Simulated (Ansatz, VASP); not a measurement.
# Two plane-wave programs on InSb

```
In Sb
1.0
     0.00000    2.51942    2.51942
     2.51942    0.00000    2.51942
     2.51942    2.51942    0.00000
In Sb
1 1
Direct
  0.00000 0.00000 0.00000
  0.50000 0.50000 0.50000
```

Change from the starting cell: volume scaled by 0.55, PAW files.

Alike in both runs: task single point; functional PBE; k mesh 11 × 11 × 11; occupations fermi-dirac, width 0.05 eV; no spin polarisation.

```csv
,VASP,Ansatz
version,VASP 6.6.1,Ansatz 0.2.0
potentials or method,"VASP PAW PBE potentials, release 64 (In_d, Sb)","PAW with Ansatz's default frozen-core files, scalar-relativistic"
plane-wave cutoff (eV),520,420
valence electrons in the cell,18,28
```

|  | VASP | Ansatz | Ansatz less VASP |
| --- | --- | --- | --- |
| pressure (GPa) | 121.9 | 121.5 | -0.45 |

Both programs put the cell under a high pressure, so it lies far from rest at this level. The functional is the same, so the differences come from potentials, cutoffs and numerics. VASP's potentials hold 18 valence electrons a cell and Ansatz's 28, so a difference there can come from the potentials and not from the codes.

Spin-orbit coupling is off throughout. Noted on VASP's run: the cell as given lies far from equilibrium.
